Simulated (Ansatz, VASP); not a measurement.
## W: VASP beside Ansatz

```
W
1.0
    -1.59730    1.59730   -1.59730
    -1.59730   -1.59730    1.59730
    -1.27784    6.38920    6.38920
W
4
Direct
  0.65000 0.65000 0.87500
  0.45000 0.45000 0.12500
  0.85000 0.85000 0.37500
  0.25000 0.25000 0.62500
```

Alike in both runs: task single point; functional PBE; k mesh 18 × 18 × 5; occupations gaussian, width 0.15 eV; no spin polarisation.

```csv
,VASP,Ansatz
version,VASP 6.6.1,Ansatz 0.2.0
potentials or method,"VASP PAW PBE potentials, release 64 (W_sv), cutoff 520 eV","scalar-relativistic, plane waves, PAW"
valence electrons in the cell,56,56
```

|  | VASP | Ansatz | Ansatz less VASP |
| --- | --- | --- | --- |
| gap on the k mesh at the Fermi level (eV) | none | none | - |
| pressure (GPa) | 8.1 | 7.2 | -0.97 |
| traceless stress, the component that is largest in VASP (GPa) | 12.98 | 12.20 | -0.776 |
| rms of the force components (eV/Å) | 2.148 | 2.042 | -0.1063 |

Atom by atom the forces differ by 0.108 eV/Å (rms over components). A gap of «none» marks a metal or a gap that the smearing closes. The functional is the same, so the differences come from potentials, cutoffs and numerics.

Neither program's run includes spin-orbit coupling.
